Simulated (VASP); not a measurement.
A run of VASP 6.6.1 is set up as follows.

INCAR

```
PREC = Accurate ; ENCUT = 520
EDIFF = 1E-7 ; ISMEAR = -1
SIGMA = 0.24 ; LREAL = Auto
LASPH = True ; NELM = 100
ALGO = Normal ; ISIF = 2
LWAVE = False ; LCHARG = False
GGA = PE ; NBANDS = 96
```

Contents of KPOINTS:

```
Automatic mesh
0
Gamma
  3 3 2
```

The input POSCAR:

```
SrTiO3
1.0
    5.5223300000      0.0000000000      0.0000000000
    0.0000000000      5.5223300000      0.0000000000
    0.0000000000      0.0000000000      7.8452640000
Sr Ti O
4 4 12
Direct
   -0.0491459221      0.4794172025      0.2463142094
    0.4787290872     -0.0218567163      0.2546377024
    0.5165392144     -0.0498340374      0.7488721858
   -0.0358906476      0.4859542983      0.7475975315
    0.0391139247      0.0042554501      0.0055702396
   -0.0060119551      0.0126758089      0.5053494694
    0.4995355221      0.4383837981      0.5024560040
    0.4806304585      0.4797793685      0.0061438340
    0.7673572568      0.2988231417      0.5226337826
    0.2814391751      0.2261907564      0.0459257968
    0.2197442022      0.2243980349      0.5142847965
    0.7648945282      0.2734171989     -0.0079410967
   -0.0033681435      0.0374660696      0.7574506097
    0.0292086855      0.0111366036      0.2449630758
    0.2520856233      0.7235713911      0.0561995109
    0.7413899568      0.7874393598      0.4996390179
    0.7941394303      0.7898658718      0.0314202301
    0.1861170919      0.7288771225      0.4637320044
    0.5034106980      0.4044850634      0.2872688542
    0.4221044378      0.5516330969      0.7909230333
```

Potentials or basis: VASP PAW PBE potentials, release 64 (Sr_sv, Ti_sv, O).

Run with:

```bash
$ cat potpaw_PBE.64/Sr_sv/POTCAR potpaw_PBE.64/Ti_sv/POTCAR potpaw_PBE.64/O/POTCAR > POTCAR
$ mpirun -np 1 vasp_std > vasp.out
```

Task: What does it give for the largest force?

Result: 7.238 eV/Å.

Task: Predict the pressure.

Result: 17.4 GPa.

Task: Predict the band gap on the k mesh.

Result: 2.11 eV.

Forces in eV/Å, atoms in the order of the input:
```
Sr   1.501  1.015  0.227
Sr   0.716 -1.403  0.533
Sr   0.042  1.234  0.444
Sr   1.285  1.291  0.803
Ti  -2.742 -1.543  0.559
Ti  -0.457 -5.349 -1.653
Ti  -5.299  4.910  0.448
Ti   1.185 -0.093  1.511
O    1.963 -2.553  0.893
O    0.601  0.940 -1.855
O    5.194  3.375  0.878
O   -0.368  0.754 -0.105
O    0.592 -1.216  0.289
O   -1.735  1.881  1.867
O    0.782  0.278 -0.579
O   -3.061 -1.416  0.714
O   -3.143 -2.276 -0.986
O    1.838 -0.191  1.680
O    0.318  1.779 -2.478
O    0.788 -1.416 -3.190
```

Caveat: the cell stands under pressure; the atoms stand as in a frame of molecular dynamics; forces of over 1 eV/Å act on the atoms, so gaps and moduli don't describe the material at rest. A k mesh can miss the band edges.
